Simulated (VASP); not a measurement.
Here is a VASP 6.6.1 calculation.

Contents of INCAR:

```
ALGO = Normal
EDIFF = 1E-6
ENCUT = 520
GGA = PE
ISIF = 2
ISMEAR = 0
LASPH = True
LCHARG = False
LREAL = False
LWAVE = False
NBANDS = 15
NELM = 60
PREC = Accurate
SIGMA = 0.1
```

File KPOINTS:

```
k-points
0
Gamma
  6 6 6
```

POSCAR

```
AgAs
1.0
    0.0000000000      2.6813710986      2.6813710986
    2.6813710986      0.0000000000      2.6813710986
    2.6813710986      2.6813710986      0.0000000000
Ag As
1 1
Direct
    0.0000000000      0.0000000000      0.0000000000
    0.5000000000      0.5000000000      0.5000000000
```

Potentials or basis: VASP PAW PBE potentials, release 64 (Ag, As).

Launch:

```console
$ cat potpaw_PBE.64/Ag/POTCAR potpaw_PBE.64/As/POTCAR > POTCAR
$ mpirun -np 1 vasp_std > vasp.out
```

(1) Predict the pressure.

(2) What does it give for the band gap on the k mesh?

## Answers

(1) 4.0 GPa.

(2) zero (bands 8 and 9 overlap by 4.38 eV).

Caveat: the cell stands under pressure.
